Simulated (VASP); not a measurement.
# KCl (Pm-3m) in VASP: single point with PBEsol

Aim: the single point of KCl with PBEsol.

Everything below comes from runs of VASP 6.6.1. Logs are shortened: lines on timing, memory, paths and dates and some standing lists are left out, and cuts for length are marked.

### Step 1. The cell of the first run

It takes space group Pm-3m (No. 221, cubic). The conventional cell has a = 3.839 Å, b = 3.839 Å, c = 3.839 Å, α = 90.00°, β = 90.00°, γ = 90.00°. K (site symmetry m-3m) has 8 Cl at 3.32 Å and 6 K at 3.84 Å within 4.4 Å. Cl (site symmetry m-3m) has 8 K at 3.32 Å and 6 Cl at 3.84 Å within 4.4 Å.

### Step 2. Single point, PBEsol

INCAR

```
  PREC = Accurate
  ENCUT = 500
  EDIFF = 1E-6
  ISMEAR = 0
  SIGMA = 0.1
  LREAL = F
  LASPH = T
  NELM = 120
  ALGO = Normal
  ISIF = 2
  LWAVE = F
  LCHARG = F
  GGA = PS
  NBANDS = 15
  GGA_COMPAT = F
```

KPOINTS

```
Automatic mesh
0
Gamma
  6 6 6
```

POSCAR

```
KCl
1.0
    3.8391960000      0.0000000000      0.0000000000
    0.0000000000      3.8391960000      0.0000000000
    0.0000000000      0.0000000000      3.8391960000
K Cl
1 1
Direct
    0.0000000000      0.0000000000      0.0000000000
    0.5000000000      0.5000000000      0.5000000000
```

Potentials or basis: VASP PAW PBE potentials, release 64 (K_sv, Cl).

Run with:

```console
$ cat potpaw_PBE.64/K_sv/POTCAR potpaw_PBE.64/Cl/POTCAR > POTCAR
$ mpirun -np 1 vasp_std > vasp.out
```

OUTCAR:

```text
PREC = Accurate
   ENCUT = 500
   EDIFF = 1E-6
   ISMEAR = 0
   LREAL = F
   LASPH = T
   NELM = 120
   ISIF = 2
   GGA = PS

 ion  position               nearest neighbor table
   1  0.000  0.000  0.000-
   2  0.500  0.500  0.500-

  LATTYP: Found a simple cubic cell.
 ALAT       =     3.8391960000

  Lattice vectors:

 A1 = (   3.8391960000,   0.0000000000,   0.0000000000)
 A2 = (   0.0000000000,   3.8391960000,   0.0000000000)
 A3 = (   0.0000000000,   0.0000000000,   3.8391960000)

Analysis of symmetry for initial positions (statically):
=====================================================================
 Subroutine PRICEL returns:
 Original cell was already a primitive cell.

 Routine SETGRP: Setting up the symmetry group for a
 simple cubic supercell.

 Subroutine GETGRP returns: Found 48 space group operations
 (whereof 48 operations were pure point group operations)
 out of a pool of 48 trial point group operations.

The static configuration has the point symmetry O_h .

Analysis of symmetry for dynamics (positions and initial velocities):
=====================================================================
 Subroutine PRICEL returns:
 Original cell was already a primitive cell.

 Routine SETGRP: Setting up the symmetry group for a
 simple cubic supercell.

 Subroutine GETGRP returns: Found 48 space group operations
 (whereof 48 operations were pure point group operations)
 out of a pool of 48 trial point group operations.

The dynamic configuration has the point symmetry O_h .

 Subroutine INISYM returns: Found 48 space group operations
 (whereof 48 operations are pure point group operations),
 and found     1 'primitive' translations

----------------------------------------------------------------------------------------

                                     Primitive cell

  volume of cell :      56.5875

  direct lattice vectors                    reciprocal lattice vectors
     3.839196000  0.000000000  0.000000000     0.260471203  0.000000000  0.000000000
     0.000000000  3.839196000  0.000000000     0.000000000  0.260471203  0.000000000
     0.000000000  0.000000000  3.839196000     0.000000000  0.000000000  0.260471203

  length of vectors
     3.839196000  3.839196000  3.839196000     0.260471203  0.260471203  0.260471203

  position of ions in fractional coordinates (direct lattice)
     0.000000000  0.000000000  0.000000000
     0.500000000  0.500000000  0.500000000

  ion indices of the primitive-cell ions
[... 80 lines left out ...]
   PSTRESS=    0.0 pullay stress
   NELECT =      16.0000    total number of electrons
   NUPDOWN=      -1.0000    fix difference up-down
   EMIN   =  10.00;   EMAX   =-10.00  energy-range for DOS
   EFERMI =   0.00;   METHOD = LEGACY
   ISMEAR =     0;   SIGMA  =   0.10  broadening in eV -4-tet -1-fermi 0-gaus
   EFERMI_NEDOS =   21; number of points for ismear=-14 and -15
   IALGO  =     38    algorithm
   IMIX   =      4    mixing-type and parameters
     AMIX     =   0.40;   BMIX     =  1.00
     AMIX_MAG =   1.60;   BMIX_MAG =  1.00
  volume/ion in A,a.u.               =      28.29       190.94
  Fermi-wavevector in a.u.,A,eV,Ry     =   1.074504  2.030517 15.708715  1.154558
  Thomas-Fermi vector in A             =   2.210334
   LORBIT       =      0    0 simple, 1 ext, 2 COOP (PROOUT), +10 PAW based schemes
   GGA     = PS    functional components
   LHFCALC =     F    Hartree Fock is set to
   AEXX    =    0.0000 exact exchange contribution
   IVDW    =     0    specifies the selected vdW correction
   LEPSILON=     F    determine dielectric tensor
   LRPA    =     F    only Hartree local field effects (RPA)
 non-spin polarized calculation
 Gauss-broadening in eV      SIGMA  =   0.10
  energy-cutoff  :      500.00
  volume of cell :       56.59
 maximum number of plane-waves:      1472
 NGX is ok and might be reduce to    28
   NGX = 13   NGY = 13   NGZ = 13

 number of electron      16.0000005 magnetization

 Free energy of the ion-electron system (eV)
  ---------------------------------------------------
  ext. energy  EPLUGINS =         0.00000000
  ---------------------------------------------------
  free energy    TOTEN  =        -6.89612885 eV

  energy without entropy =       -6.89612885  energy(sigma->0) =       -6.89612885

 E-fermi :  -0.4435     XC(G=0):  -8.2662

 val. band max:       -0.9027132521   @ k =   0.5000   0.5000   0.0000
 cond. band min:       3.7155593466   @ k =   0.0000   0.0000   0.0000
 fundamental gap:      4.6182725987
 Fermi energy:        -0.4434881521

 k-point     1 :       0.0000    0.0000    0.0000
  band No.  band energies     occupation
      1     -28.7947      2.00000
      2     -13.4521      2.00000
      3     -12.2443      2.00000
      4     -12.2443      2.00000
      5     -12.2443      2.00000
      6      -1.1106      2.00000
      7      -1.1106      2.00000
      8      -1.1106      2.00000
      9       3.7156      0.00000
     10       5.5438      0.00000
     11       5.5438      0.00000
     12       9.7237      0.00000
     13       9.7237      0.00000
     14       9.7237      0.00000
[... 329 lines left out ...]
      2     -13.0439      2.00000
      3     -12.4177      2.00000
      4     -12.4177      2.00000
      5     -12.4177      2.00000
      6      -2.2422      2.00000
      7      -2.2422      2.00000
      8      -2.2422      2.00000
      9       7.7467      0.00000
     10       7.7467      0.00000
     11       7.7467      0.00000
     12       8.9229      0.00000
     13       8.9229      0.00000
     14       8.9229      0.00000
     15      11.3738      0.00000

------------------------ aborting loop because EDIFF is reached ----------------------------------------

  FORCE on cell =-STRESS in cart. coord.  units (eV):
  Direction    XX          YY          ZZ          XY          YZ          ZX
  --------------------------------------------------------------------------------------
  -------------------------------------------------------------------------------------
  Total       -0.5070716     -0.5070716     -0.5070716     -0.0000000      0.0000000      0.0000000
  in kB      -14.3568458    -14.3568458    -14.3568458     -0.0000000      0.0000000      0.0000000
  external PRESSURE =     -14.3568458 kB  Pullay stress =       0.0000000 kB

 VOLUME and BASIS-vectors are now :
 -----------------------------------------------------------------------------
  energy-cutoff  :      500.00
  volume of cell :       56.59
      direct lattice vectors                 reciprocal lattice vectors
     3.839196000  0.000000000  0.000000000     0.260471203  0.000000000  0.000000000
     0.000000000  3.839196000  0.000000000     0.000000000  0.260471203  0.000000000
     0.000000000  0.000000000  3.839196000     0.000000000  0.000000000  0.260471203

 POSITION                                       TOTAL-FORCE (eV/Angst)
 -----------------------------------------------------------------------------------
      0.00000      0.00000      0.00000         0.000000      0.000000      0.000000
      1.91960      1.91960      1.91960         0.000000      0.000000      0.000000
 -----------------------------------------------------------------------------------
    total drift:                               -0.000000      0.000000      0.000000

  FREE ENERGIE OF THE ION-ELECTRON SYSTEM (eV)
  ---------------------------------------------------
  free  energy   TOTEN  =        -6.8961288525 eV

  energy  without entropy=       -6.8961288525  energy(sigma->0) =       -6.89612885
```

OSZICAR:

```text
N       E                     dE             d eps       ncg     rms          rms(c)
DAV:   1     0.936782641079E+02    0.93678E+02   -0.71308E+03   600   0.944E+02
DAV:   2    -0.182862342598E+01   -0.95507E+02   -0.88839E+02   776   0.232E+02
DAV:   3    -0.697747133511E+01   -0.51488E+01   -0.51227E+01   831   0.477E+01
DAV:   4    -0.716814654524E+01   -0.19068E+00   -0.19063E+00   894   0.821E+00
DAV:   5    -0.716974139438E+01   -0.15948E-02   -0.15948E-02   838   0.852E-01    0.278E+00
DAV:   6    -0.692701346463E+01    0.24273E+00   -0.25016E-01   740   0.310E+00    0.233E+00
DAV:   7    -0.689529241947E+01    0.31721E-01   -0.71510E-02   768   0.182E+00    0.140E+00
DAV:   8    -0.689588786135E+01   -0.59544E-03   -0.16257E-02   841   0.945E-01    0.212E-01
DAV:   9    -0.689590892597E+01   -0.21065E-04   -0.81344E-04   796   0.194E-01    0.101E-01
DAV:  10    -0.689613219924E+01   -0.22327E-03   -0.29457E-04   670   0.137E-01    0.333E-02
DAV:  11    -0.689612685904E+01    0.53402E-05   -0.37093E-05   824   0.445E-02    0.174E-02
DAV:  12    -0.689612896262E+01   -0.21036E-05   -0.39683E-06   705   0.135E-02    0.253E-03
DAV:  13    -0.689612885252E+01    0.11010E-06   -0.13661E-07   559   0.289E-03
   1 F= -.68961289E+01 E0= -.68961289E+01  d E =-.552744E-12
```

stdout:

```text
POSCAR found type information on POSCAR K Cl
 POSCAR found :  2 types and       2 ions
 scaLAPACK will be used
 -----------------------------------------------------------------------------
|                                                                             |
|                                                                             |
|     You enforced a specific xc type in the INCAR file but a different       |
|     I HOPE YOU KNOW WHAT YOU ARE DOING!                                     |
|                                                                             |
 -----------------------------------------------------------------------------

 LDA part: xc-table for (Slater+PW92), standard interpolation
 POSCAR, INCAR and KPOINTS ok, starting setup
 FFT: planning ... GRIDC
 FFT: planning ... GRID_SOFT
 FFT: planning ... GRID
 WAVECAR not read
 entering main loop
```

Run time: 24 s. Hardware: 1 thread of Intel Xeon 8259CL, shared host; peak memory 0.16 GiB.

Results:

```
Free energy            : -6.8961 eV
Pressure               : -1.4 GPa
Band gap on the k mesh : 4.62 eV (least direct gap 4.83 eV)
```

Levels at points of the mesh, in eV from the valence-band top:
| k point | band 4 | band 5 | band 6 | band 7 | band 8 | band 9 | band 10 | band 11 | band 12 | band 13 |
| --- | --- | --- | --- | --- | --- | --- | --- | --- | --- | --- |
| (0.00, 0.00, 0.00) | -11.34 | -11.34 | -0.21 | -0.21 | -0.21 | 4.62 | 6.45 | 6.45 | 10.63 | 10.63 |
| (0.50, 0.00, 0.00) | -11.31 | -11.20 | -1.80 | -0.22 | -0.22 | 7.52 | 7.82 | 8.13 | 9.98 | 10.45 |
| (0.50, 0.50, 0.00) | -11.57 | -11.29 | -1.22 | -1.22 | 0.00 | 6.05 | 7.15 | 8.87 | 8.87 | 11.16 |
| (0.50, 0.50, 0.50) | -11.52 | -11.52 | -1.34 | -1.34 | -1.34 | 8.65 | 8.65 | 8.65 | 9.83 | 9.83 |

Caveat: the PAW data sets were made with another functional, which shifts forces and pressure a little.
